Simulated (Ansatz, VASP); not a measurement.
HC2Cl5: VASP beside Ansatz

```
H C Cl
1.0
    10.41275    0.00000    0.00000
     0.00000   11.43383    0.00000
     0.00000    0.00000    6.54674
H C Cl
4 8 20
Direct
  0.28520 0.25000 0.83414
  0.21480 0.75000 0.33414
  0.78520 0.25000 0.66586
  0.71480 0.75000 0.16586
  0.07843 0.25000 0.83905
  0.42157 0.75000 0.33905
  0.57843 0.25000 0.66095
  0.92157 0.75000 0.16095
  0.20903 0.25000 0.95100
  0.29097 0.75000 0.45100
  0.70903 0.25000 0.54900
  0.79097 0.75000 0.04900
  0.07152 0.37605 0.68120
  0.42848 0.62395 0.18120
  0.57152 0.12395 0.81880
  0.92848 0.87605 0.31880
  0.92848 0.62395 0.31880
  0.57152 0.37605 0.81880
  0.42848 0.87605 0.18120
  0.07152 0.12395 0.68120
  0.94853 0.25000 0.01245
  0.55147 0.75000 0.51245
  0.44853 0.25000 0.48755
  0.05147 0.75000 0.98755
  0.22755 0.12302 0.10149
  0.27245 0.87698 0.60149
  0.72755 0.37698 0.39851
  0.77245 0.62302 0.89851
  0.77245 0.87698 0.89851
  0.72755 0.12302 0.39851
  0.27245 0.62302 0.60149
  0.22755 0.37698 0.10149
```

Alike in both runs: functional PBEsol; k mesh 2 × 2 × 4; occupations gaussian, width 0.02 eV; no spin polarisation.

Ansatz relaxed the structure, and its values are those at the end. VASP's run is a single point on that final structure, the one shown.

|  | VASP | Ansatz |
| --- | --- | --- |
| version | VASP 6.6.1 | Ansatz 0.2.0 |
| potentials or method | VASP PAW PBE potentials, release 64 (H, C, Cl), cutoff 520 eV | scalar-relativistic, plane waves, PAW |
| valence electrons in the cell | 176 | 176 |

VASP gave:

```
gap on the k mesh at the Fermi level (eV) : 4.74
least direct gap on the mesh (eV)         : 4.75
pressure (GPa)                            : -0.2
rms of the force components (eV/Å)        : 0.053
```

Q: Which values does Ansatz return?

A: gap on the k mesh at the Fermi level (eV): 4.68; least direct gap on the mesh (eV): 4.68; pressure (GPa): 0.0; rms of the force components (eV/Å): 0.001.

VASP's potentials were made for PBE, not for PBEsol. With one functional, cell and mesh, what is left measures potentials, basis and numerics.
